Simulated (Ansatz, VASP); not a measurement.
One calculation of Nb, two programs

INCAR

```
SYSTEM = Nb
PREC = Accurate
ENCUT = 520
EDIFF = 1E-7
ISMEAR = 0
SIGMA = 0.1
LREAL = .FALSE.
LASPH = .TRUE.
NELM = 100
ALGO = Normal
ISIF = 2
LWAVE = .FALSE.
LCHARG = .FALSE.
GGA = PE
NBANDS = 12
```

File KPOINTS:

```
regular mesh
0
G
  18 18 18
  0 0 0
```

File POSCAR:

```
Nb
1.0
    0.0000000000      2.1505968640      2.1505968640
    2.1505968640      0.0000000000      2.1505968640
    2.1505968640      2.1505968640      0.0000000000
Nb
1
Direct
    0.0000000000      0.0000000000      0.0000000000
```

Input for Ansatz:

```yaml
crystal:
  lattice:
    - [0.0, 2.150596864, 2.150596864]
    - [2.150596864, 0.0, 2.150596864]
    - [2.150596864, 2.150596864, 0.0]
  atoms:
    - { symbol: Nb, position: [0.0, 0.0, 0.0] }
basis:
  ecutwfc: 420
kpoints:
  mp_grid: { grid: [18, 18, 18] }
hamiltonian:
  xc: pbe
scf:
  occupations: { method: gaussian, width: 0.1 }
output:
  forces: true
  stress: true
  eigenvalues: true
```

Alike in both runs: task single point; functional PBE; k mesh 18 × 18 × 18; occupations gaussian, width 0.1 eV; no spin polarisation.

|  | VASP | Ansatz |
| --- | --- | --- |
| version | VASP 6.6.1 | Ansatz 0.2.0 |
| potentials or method | VASP PAW PBE potentials, release 64 (Nb_sv), cutoff 520 eV | scalar-relativistic, plane waves, PAW |
| valence electrons in the cell | 13 | 13 |

Ansatz gave:

* gap on the k mesh at the Fermi level (eV): none
* pressure (GPa): -8.6

Question: Estimate VASP's values.

Answer: gap on the k mesh at the Fermi level (eV): none; pressure (GPa): -8.9.

A gap of «none» marks a metal or a gap that the smearing closes.
